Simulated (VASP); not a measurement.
# BiTe (Fm-3m) in VASP: a series of runs

Runs on BiTe. Level: r2SCAN. Tasks: single point, relaxation of cell and atoms.

All numbers are computed with VASP 6.6.1; they aren't measurements. Logs are shortened: lines on timing, memory, paths and dates and some standing lists are left out, and cuts for length are marked.

### 1 The cell of the first run

Symmetry: Fm-3m, No. 225, cubic system. Conventional cell: a = 6.370 Å, b = 6.370 Å, c = 6.370 Å, α = 90.00°, β = 90.00°, γ = 90.00°. Bi (site symmetry m-3m) has 6 Te at 3.18 Å within 4.2 Å. Te (site symmetry m-3m) has 6 Bi at 3.18 Å within 4.2 Å.

### 2 Single point, r2SCAN (equal strain along all axes, cell held: -1.5 %)

File POSCAR:

```
BiTe
1.0
    3.1847749800      3.1847749800      0.0000000000
   -3.1847749800      3.1847749800      0.0000000000
    0.0000000000      0.0000000000      6.3695499600
Bi Te
2 2
Direct
    0.0000000000      0.0000000000      0.0000000000
    0.5000000000      0.5000000000      0.5000000000
    0.5000000000      0.5000000000      0.0000000000
    0.0000000000      0.0000000000      0.5000000000
```

File INCAR.step1:

```
PREC = Accurate
ENCUT = 520
ISMEAR = 0
SIGMA = 0.1
LREAL = F
LASPH = T
NELM = 80
NBANDS = 29
GGA = PE
ALGO = Normal
EDIFF = 1E-4
LWAVE = T
LCHARG = F
```

File INCAR.step2:

```
PREC = Accurate
ENCUT = 520
EDIFF = 1E-6
ISMEAR = 0
SIGMA = 0.1
LREAL = F
LASPH = T
NELM = 80
ALGO = Normal
ISIF = 2
LWAVE = F
LCHARG = T
METAGGA = R2SCAN
LMIXTAU = T
LELF = T
LVHAR = T
NBANDS = 29
ISTART = 1
```

File KPOINTS:

```
Automatic mesh
0
Gamma
  10 10 8
```

Potentials or basis: VASP PAW PBE potentials, release 64 (Bi_d, Te).

Run with:

```bash
$ cat potpaw_PBE.64/Bi_d/POTCAR potpaw_PBE.64/Te/POTCAR > POTCAR
$ cp INCAR.step1 INCAR
$ mpirun -np 1 vasp_std > vasp.out
$ cp INCAR.step2 INCAR
$ mpirun -np 1 vasp_std > vasp.out
```

OUTCAR:

```text
PREC = Accurate
   ENCUT = 520
   EDIFF = 1E-6
   ISMEAR = 0
   LREAL = F
   LASPH = T
   NELM = 80
   ISIF = 2
   METAGGA = R2SCAN
   ISTART = 1

 ion  position               nearest neighbor table
   1  0.000  0.000  0.000-   3 3.18   4 3.18   4 3.18   3 3.18   3 3.18   3 3.18
   2  0.500  0.500  0.500-   3 3.18   4 3.18   3 3.18   4 3.18   4 3.18   4 3.18
   3  0.500  0.500  0.000-   1 3.18   2 3.18   2 3.18   1 3.18   1 3.18   1 3.18
   4  0.000  0.000  0.500-   1 3.18   2 3.18   1 3.18   2 3.18   2 3.18   2 3.18

  LATTYP: Found a simple tetragonal cell.
 ALAT       =     4.5039519698
 C/A-ratio  =     1.4142135624

  Lattice vectors:

 A1 = (   3.1847749800,   3.1847749800,   0.0000000000)
 A2 = (  -3.1847749800,   3.1847749800,   0.0000000000)
 A3 = (   0.0000000000,   0.0000000000,   6.3695499600)

Analysis of symmetry for initial positions (statically):
=====================================================================
 Subroutine PRICEL returns following result:

  LATTYP: Found a face centered cubic cell.
 ALAT       =     6.3695499600

  Lattice vectors:

 A1 = (   0.0000000000,  -3.1847749800,  -3.1847749800)
 A2 = (   3.1847749800,   0.0000000000,  -3.1847749800)
 A3 = (   3.1847749800,  -3.1847749800,   0.0000000000)

   2 primitive cells build up your supercell.

 Routine SETGRP: Setting up the symmetry group for a
 simple tetragonal supercell.

 Subroutine GETGRP returns: Found 16 space group operations
 (whereof 16 operations were pure point group operations)
 out of a pool of 16 trial point group operations.

The static configuration has the point symmetry D_4h.

Analysis of symmetry for dynamics (positions and initial velocities):
=====================================================================
 Subroutine PRICEL returns following result:

  LATTYP: Found a face centered cubic cell.
 ALAT       =     6.3695499600

  Lattice vectors:

 A1 = (   0.0000000000,  -3.1847749800,  -3.1847749800)
 A2 = (   3.1847749800,   0.0000000000,  -3.1847749800)
 A3 = (   3.1847749800,  -3.1847749800,   0.0000000000)

   2 primitive cells build up your supercell.

 Routine SETGRP: Setting up the symmetry group for a
 simple tetragonal supercell.

 Subroutine GETGRP returns: Found 16 space group operations
 (whereof 16 operations were pure point group operations)
 out of a pool of 16 trial point group operations.

The dynamic configuration has the point symmetry D_4h.

 Subroutine INISYM returns: Found 16 space group operations
 (whereof 16 operations are pure point group operations),
 and found     2 'primitive' translations

----------------------------------------------------------------------------------------

                                     Primitive cell

  volume of cell :      64.6050

  direct lattice vectors                    reciprocal lattice vectors
     0.000000000 -3.184774980 -3.184774980    -0.156996963 -0.156996963 -0.156996963
     3.184774980  0.000000000 -3.184774980     0.156996963  0.156996963 -0.156996963
     3.184774980 -3.184774980  0.000000000     0.156996963 -0.156996963  0.156996963

  length of vectors
     4.503951970  4.503951970  4.503951970     0.271926717  0.271926717  0.271926717

  position of ions in fractional coordinates (direct lattice)
     0.000000000  0.000000000  0.000000000
     0.500000000  0.500000000  0.500000000

  ion indices of the primitive-cell ions
   primitive index   ion index
                 1           1
                 2           4

----------------------------------------------------------------------------------------

 KPOINTS: Automatic mesh

Automatic generation of k-mesh.
 Grid dimensions read from file:
 generate k-points for:   10   10    8

 Generating k-lattice:

  Cartesian coordinates                     Fractional coordinates (reciprocal lattice)
     0.015699696  0.015699696  0.000000000     0.100000000  0.000000000  0.000000000
    -0.015699696  0.015699696  0.000000000     0.000000000  0.100000000  0.000000000
     0.000000000  0.000000000  0.019624620     0.000000000  0.000000000  0.125000000

  Length of vectors
     0.022202723  0.022202723  0.019624620

  Shift w.r.t. Gamma in fractional coordinates (k-lattice)
     0.000000000  0.000000000  0.000000000

 Subroutine IBZKPT returns following result:
 ===========================================

 Found    105 irreducible k-points:

 Following reciprocal coordinates:
            Coordinates               Weight
  0.000000  0.000000  0.000000      1.000000
  0.100000  0.000000  0.000000      4.000000
  0.200000  0.000000  0.000000      4.000000
  0.300000  0.000000  0.000000      4.000000
  0.400000  0.000000  0.000000      4.000000
  0.500000  0.000000  0.000000      2.000000
[... 16 lines left out ...]
  0.100000  0.000000  0.125000      8.000000
  0.200000  0.000000  0.125000      8.000000
 [... further k-points ...]
   k-points           NKPTS =    105   k-points in BZ     NKDIM =    105   number of bands    NBANDS=     29
   number of dos      NEDOS =    301   number of ions     NIONS =      4
   total plane-waves  NPLWV =  62208
   dimension x,y,z NGX =    36 NGY =   36 NGZ =   48
   dimension x,y,z NGXF=    72 NGYF=   72 NGZF=   96
   ions per type =               2   2
   NGX,Y,Z   is equivalent  to a cutoff of  13.29, 13.29, 12.53 a.u.
   NGXF,Y,Z  is equivalent  to a cutoff of  26.58, 26.58, 25.06 a.u.
 SYSTEM =  unknown system
   PREC   = accura    normal or accurate (medium, high low for compatibility)
   ISTART =      1    job   : 0-new  1-cont  2-samecut
   ICHARG =      0    charge: 1-file 2-atom 10-const
   ISPIN  =      1    spin polarized calculation?
   LNONCOLLINEAR =      F non collinear calculations
   LSORBIT =      F    spin-orbit coupling
   LASPH  =      T    aspherical Exc in radial PAW
   ENCUT  =  520.0 eV  38.22 Ry    6.18 a.u.   8.37  8.37 11.84*2*pi/ulx,y,z
   NELM   =     80;   NELMIN=  2; NELMDL=  0     # of ELM steps
   EDIFF  = 0.1E-05   stopping-criterion for ELM
   LREAL  =      F    real-space projection
   EDIFFG = 0.1E-04   stopping-criterion for IOM
   NSW    =      0    number of steps for IOM
   IBRION =     -1    ionic relax: 0-MD 1-quasi-New 2-CG
   NFREE  =      0    steps in history (QN), initial steepest desc. (CG)
   ISIF   =      2    stress and relaxation
   ISYM   =      2    0-nonsym 1-usesym 2-fastsym
   POTIM  = 0.5000    time-step for ionic-motion
   TEBEG  =    0.0;   TEEND  =   0.0 temperature during run
   PSTRESS=    0.0 pullay stress
   NELECT =      42.0000    total number of electrons
   NUPDOWN=      -1.0000    fix difference up-down
   EMIN   =  10.00;   EMAX   =-10.00  energy-range for DOS
   EFERMI =   0.00;   METHOD = LEGACY
   ISMEAR =     0;   SIGMA  =   0.10  broadening in eV -4-tet -1-fermi 0-gaus
   EFERMI_NEDOS =   21; number of points for ismear=-14 and -15
   IALGO  =     38    algorithm
   IMIX   =      4    mixing-type and parameters
     AMIX     =   0.40;   BMIX     =  1.00
     AMIX_MAG =   1.60;   BMIX_MAG =  1.00
  volume/ion in A,a.u.               =      32.30       217.99
  Fermi-wavevector in a.u.,A,eV,Ry     =   1.125622  2.127117 17.238915  1.267025
  Thomas-Fermi vector in A             =   2.262300
   LORBIT       =      0    0 simple, 1 ext, 2 COOP (PROOUT), +10 PAW based schemes
   METAGGA = R2SCAN    functional components
   LHFCALC =     F    Hartree Fock is set to
   AEXX    =    0.0000 exact exchange contribution
   IVDW    =     0    specifies the selected vdW correction
   LEPSILON=     F    determine dielectric tensor
   LRPA    =     F    only Hartree local field effects (RPA)
 non-spin polarized calculation
 Gauss-broadening in eV      SIGMA  =   0.10
  energy-cutoff  :      520.00
  volume of cell :      129.21
 maximum number of plane-waves:      3531
 NGX is ok and might be reduce to    36
   NGX = 17   NGY = 17   NGZ = 23

 number of electron      42.0000010 magnetization

 Free energy of the ion-electron system (eV)
  ---------------------------------------------------
  ext. energy  EPLUGINS =         0.00000000
  ---------------------------------------------------
  free energy    TOTEN  =      -168.02185270 eV

  energy without entropy =     -168.00941873  energy(sigma->0) =     -168.01563571

 E-fermi :   7.2211     XC(G=0): -10.2281

 val. band max:        7.2209892918   @ k =   0.2000   0.2000   0.0000
 cond. band min:       7.2305248900   @ k =   0.3000   0.2000   0.5000
 fundamental gap:      0.0095355982
 Fermi energy:         7.2210891327

 k-point     1 :       0.0000    0.0000    0.0000
  band No.  band energies     occupation
      1     -16.7575      2.00000
      2     -16.7423      2.00000
      3     -16.7381      2.00000
      4     -16.7362      2.00000
      5     -16.7354      2.00000
      6     -16.7335      2.00000
[... 21 lines left out ...]
     28      12.1117      0.00000
     29      12.1117      0.00000

 k-point     2 :       0.1000    0.0000    0.0000
  band No.  band energies     occupation
      1     -16.7565      2.00000
      2     -16.7428      2.00000
      3     -16.7372      2.00000
      4     -16.7371      2.00000
      5     -16.7355      2.00000
      6     -16.7328      2.00000
[... 21 lines left out ...]
     28      12.1751      0.00000
     29      12.3668      0.00000

 k-point     3 :       0.2000    0.0000    0.0000
  band No.  band energies     occupation
      1     -16.7537      2.00000
      2     -16.7444      2.00000
      3     -16.7395      2.00000
      4     -16.7363      2.00000
      5     -16.7348      2.00000
      6     -16.7306      2.00000
[... 21 lines left out ...]
     28      12.3206      0.00000
     29      12.3655      0.00000

 k-point     4 :       0.3000    0.0000    0.0000
  band No.  band energies     occupation
      1     -16.7501      2.00000
      2     -16.7462      2.00000
      3     -16.7426      2.00000
      4     -16.7378      2.00000
      5     -16.7315      2.00000
      6     -16.7280      2.00000
[... 597 lines left out ...]
     28      12.3046      0.00000
     29      12.3170      0.00000

 k-point    23 :       0.1000    0.0000    0.1250
  band No.  band energies     occupation
      1     -16.7556      2.00000
      2     -16.7427      2.00000
      3     -16.7373      2.00000
      4     -16.7371      2.00000
      5     -16.7362      2.00000
      6     -16.7330      2.00000
[... 21 lines left out ...]
     28      12.1469      0.00000
     29      12.3201      0.00000

 k-point    24 :       0.2000    0.0000    0.1250
  band No.  band energies     occupation
      1     -16.7530      2.00000
      2     -16.7443      2.00000
      3     -16.7398      2.00000
      4     -16.7369      2.00000
      5     -16.7347      2.00000
      6     -16.7310      2.00000
[... 21 lines left out ...]
     28      11.9363      0.00000
     29      12.5637      0.00000

 [... further k-points ...]

------------------------ aborting loop because EDIFF is reached ----------------------------------------

  FORCE on cell =-STRESS in cart. coord.  units (eV):
  Direction    XX          YY          ZZ          XY          YZ          ZX
  --------------------------------------------------------------------------------------
  -------------------------------------------------------------------------------------
  Total        1.9724026      1.9724026      2.3096123      0.0000000      0.0000000      0.0000000
  in kB       24.4573788     24.4573788     28.6387075      0.0000000      0.0000000      0.0000000
  external PRESSURE =      25.8511550 kB  Pullay stress =       0.0000000 kB

 VOLUME and BASIS-vectors are now :
 -----------------------------------------------------------------------------
  energy-cutoff  :      520.00
  volume of cell :      129.21
      direct lattice vectors                 reciprocal lattice vectors
     3.184774980  3.184774980  0.000000000     0.156996963  0.156996963  0.000000000
    -3.184774980  3.184774980  0.000000000    -0.156996963  0.156996963  0.000000000
     0.000000000  0.000000000  6.369549960     0.000000000  0.000000000  0.156996963

 POSITION                                       TOTAL-FORCE (eV/Angst)
 -----------------------------------------------------------------------------------
      0.00000      0.00000      0.00000         0.000000     -0.000000      0.000000
      0.00000      3.18477      3.18477         0.000000      0.000000     -0.000000
      0.00000      3.18477      0.00000        -0.000000     -0.000000      0.000000
      0.00000      0.00000      3.18477        -0.000000     -0.000000      0.000000
 -----------------------------------------------------------------------------------
    total drift:                               -0.000000      0.000000      0.000000

  FREE ENERGIE OF THE ION-ELECTRON SYSTEM (eV)
  ---------------------------------------------------
  free  energy   TOTEN  =      -168.0218526961 eV

  energy  without entropy=     -168.0094187278  energy(sigma->0) =     -168.01563571
```

It took 7.3 min on 1 thread of Intel Xeon 6975P-C (Granite Rapids), shared host; peak memory 0.48 GiB.

Results:

| Quantity | Value |
| --- | --- |
| Free energy | -168.0219 eV |
| Pressure | 2.6 GPa |
| Band gap on the k mesh | zero (bands 21 and 22 overlap by 3.42 eV) |

Levels at points of the mesh, in eV from the Fermi level:
| k point | band 17 | band 18 | band 19 | band 20 | band 21 | band 22 | band 23 | band 24 | band 25 | band 26 |
| --- | --- | --- | --- | --- | --- | --- | --- | --- | --- | --- |
| (0.00, 0.00, 0.00) | -4.57 | -2.98 | -2.98 | -2.97 | 2.29 | 2.31 | 2.31 | 2.31 | 3.97 | 3.97 |
| (0.50, 0.00, 0.00) | -2.55 | -2.55 | -2.26 | -2.26 | -0.22 | -0.22 | 0.08 | 0.08 | 3.50 | 3.50 |
| (0.50, 0.50, 0.00) | -4.57 | -4.57 | -4.57 | -4.57 | 2.30 | 2.30 | 3.97 | 3.97 | 3.97 | 3.97 |
| (0.00, 0.00, 0.50) | -3.88 | -3.88 | -3.08 | -3.08 | 0.93 | 0.93 | 2.95 | 2.95 | 2.95 | 2.95 |
| (0.50, 0.00, 0.50) | -2.25 | -2.25 | -1.65 | -1.65 | -0.81 | -0.81 | -0.80 | -0.80 | -0.74 | -0.74 |
| (0.50, 0.50, 0.50) | -5.60 | -5.60 | -1.79 | -1.79 | -0.29 | -0.29 | 4.31 | 4.31 | 4.31 | 4.31 |

Caveat: the cell differs from its parent crystal (equal strain along all axes, cell held: -1.5 %); the PAW data sets were made with another functional, which shifts forces and pressure a little; spin-orbit coupling is left out, which moves the levels of the heavy elements.

(Continued in part 2 of 3.)

The gap in the log of VASP goes by the Fermi energy; the results here count the filled bands.